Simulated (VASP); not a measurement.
**Ti: single point with PBE**

Ti:

```
CELL_PARAMETERS angstrom
-1.47537 1.47537 1.47537
1.47537 -1.47537 1.47537
1.47537 1.47537 -1.47537
ATOMIC_POSITIONS crystal
Ti 0.00000 0.00000 0.00000
```

| Property | Result |
| --- | --- |
| Program | VASP 6.6.1 |
| Task | single point |
| Functional | PBE |
| Potentials or basis | VASP PAW PBE potentials, release 64 (Ti_sv) |
| Cutoff | 520 eV |
| k mesh | 20 × 20 × 20 |
| Occupations | gaussian, width 0.1 eV |
| Spin | no spin polarisation |

| Quantity | Value |
| --- | --- |
| Pressure | 49.1 GPa |
| Band gap on the k mesh | zero (band 6 reaches 12.82 eV, above the bottom of band 7 at 10.89 eV) |

Levels at points of the mesh, in eV from the Fermi level:
| k point | band 3 | band 4 | band 5 | band 6 | band 7 | band 8 | band 9 | band 10 |
| --- | --- | --- | --- | --- | --- | --- | --- | --- |
| (0.00, 0.00, 0.00) | -31.36 | -31.36 | -6.41 | 1.19 | 1.19 | 1.19 | 3.70 | 3.70 |
| (0.50, 0.00, 0.00) | -31.87 | -31.39 | -3.34 | -0.86 | 2.51 | 3.80 | 4.29 | 6.11 |
| (0.50, 0.50, 0.50) | -32.47 | -32.47 | -3.40 | -3.40 | 5.56 | 5.56 | 5.56 | 11.32 |

It took 13 s on 1 thread of Intel(R) Xeon(R) 6975P-C (Granite Rapids) (shared host), peak memory 0.15 GiB.
